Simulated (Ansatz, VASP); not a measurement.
**CsSnBr3 in VASP and in Ansatz**

```
Cs Sn Br
1.0
     5.84115    0.00000    0.00000
     0.00000    5.84115    0.00000
     0.00000    0.00000    5.84115
Cs Sn Br
1 1 3
Direct
  0.00000 0.00000 0.00000
  0.50000 0.50000 0.50000
  0.50000 0.50000 0.00000
  0.50000 0.00000 0.50000
  0.00000 0.50000 0.50000
```

Alike in both runs: task single point; functional LDA; k mesh 4 × 4 × 4; no spin polarisation.

```csv
,VASP,Ansatz
version,VASP 6.6.1,Ansatz 0.2.0
potentials or method,"VASP PAW LDA potentials, release 64 (Cs_sv, Sn_d, Br)","plane waves, PAW"
plane-wave cutoff (eV),500,420
occupations,"gaussian, width 0.01 eV",fixed
valence electrons in the cell,44,44
```

VASP gave:

* gap on the k mesh at the Fermi level (eV): 0.41

Question: What did Ansatz give for the same quantities?

Answer: gap on the k mesh at the Fermi level (eV): 0.43.

LDA's correlation is that of Perdew and Zunger in VASP and of Perdew and Wang (1992) in Ansatz.

Neither program's run includes spin-orbit coupling.
